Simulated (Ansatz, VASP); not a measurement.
**Rb: VASP beside Ansatz**

```
CELL_PARAMETERS angstrom
-2.80600 2.80600 2.80600
2.80600 -2.80600 2.80600
2.80600 2.80600 -2.80600
ATOMIC_POSITIONS crystal
Rb 0.00000 0.00000 0.00000
```

Alike in both runs: task relaxation of cell and atoms; functional PBE; k mesh 10 × 10 × 10; occupations gaussian, width 0.1 eV; no spin polarisation.

|  | VASP | Ansatz |
| --- | --- | --- |
| version | VASP 6.6.1 | Ansatz 0.2.0 |
| potentials or method | VASP PAW PBE potentials, release 64 (Rb_sv), cutoff 600 eV | scalar-relativistic, plane waves, PAW |
| valence electrons in the cell | 9 | 9 |

```csv
,VASP,Ansatz,Ansatz less VASP
"gap on the k mesh at the Fermi level, each at its own relaxed structure (eV)",none,none,-
relaxed volume (Å³/atom),91.12,91.17,+0.051
relaxed length of the cell vector where the two differ most in proportion (Å),4.910,4.911,+0.0009
```

A gap of «none» marks a metal or a gap that the smearing closes.
